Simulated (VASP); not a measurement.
Write the native input for VASP 6.6.1 that does the following.

| Property | Result |
| --- | --- |
| Task | relaxation of cell and atoms |
| Functional | PBE |
| Potentials or basis | VASP PAW PBE potentials, release 64 (Pb_d, O) |
| Cutoff | 600 eV |
| k mesh | 14 × 14 × 8 |
| Occupations | fermi-dirac, width 0.05 eV |
| Spin | no spin polarisation |
| Dipole correction | no |
| Further INCAR settings | ALGO = Normal; EDIFF = 1e-06; IBRION = 2; EDIFFG = -0.005; NSW = 100; ISIF = 3 |

The structure of PbO2 (CdI2 type) lies in POSCAR:

```
PbO2
1.0
    3.2749755921      0.0000000000      0.0000000000
   -1.6374877961      2.8362120595      0.0000000000
    0.0000000000      0.0000000000      5.2399609474
Pb O
1 2
Direct
    0.0000000000      0.0000000000      0.0000000000
    0.3333333333      0.6666666667      0.2500000000
    0.6666666667      0.3333333333      0.7500000000
```

The input as run:

INCAR

```
ALGO     = Normal         # electronic algorithm
EDIFF    = 1E-6           # SCF threshold, eV
EDIFFG   = -0.005         # ionic threshold
ENCUT    = 600            # plane-wave cutoff, eV
GGA      = PE             # functional
IBRION   = 2              # ionic algorithm
ISIF     = 3              # what is computed and relaxed
ISMEAR   = -1             # smearing method
LASPH    = T              # aspherical terms in the spheres
LCHARG   = F              # write CHGCAR
LREAL    = F              # projectors in reciprocal space
LWAVE    = F              # write WAVECAR
NELM     = 100            # most SCF steps
NSW      = 100            # ionic steps
PREC     = Accurate       # precision mode
SIGMA    = 0.05           # smearing width, eV
```

KPOINTS

```
k-points
0
Gamma
  14 14 8
```

Potentials or basis: VASP PAW PBE potentials, release 64 (Pb_d, O).

Run with:

```sh
$ cat potpaw_PBE.64/Pb_d/POTCAR potpaw_PBE.64/O/POTCAR > POTCAR
$ mpirun -np 1 vasp_std > vasp.out
```

It gave:

```json
{"Relaxed volume": "17.22 Å³/atom", "Relaxed cell": "a = 3.419 Å, b = 3.419 Å, c = 5.102 Å, α = 90.00°, β = 90.00°, γ = 120.00°", "Space group after relaxing (to 0.05 Å)": "P-3m1 (No. 164)", "Energy gained by relaxing": "159.0 meV/atom", "Ionic steps": "25", "Pressure after relaxing": "0.0 GPa", "Band gap on the k mesh": "0.74 eV, indirect (least direct gap 0.92 eV)"}
```

Caveat: spin-orbit coupling is left out, which moves the levels of the heavy elements.

Wall time 25 min on 1 thread of Intel(R) Xeon(R) Platinum 8488C (Sapphire Rapids), on a shared host, peak memory 0.34 GiB.
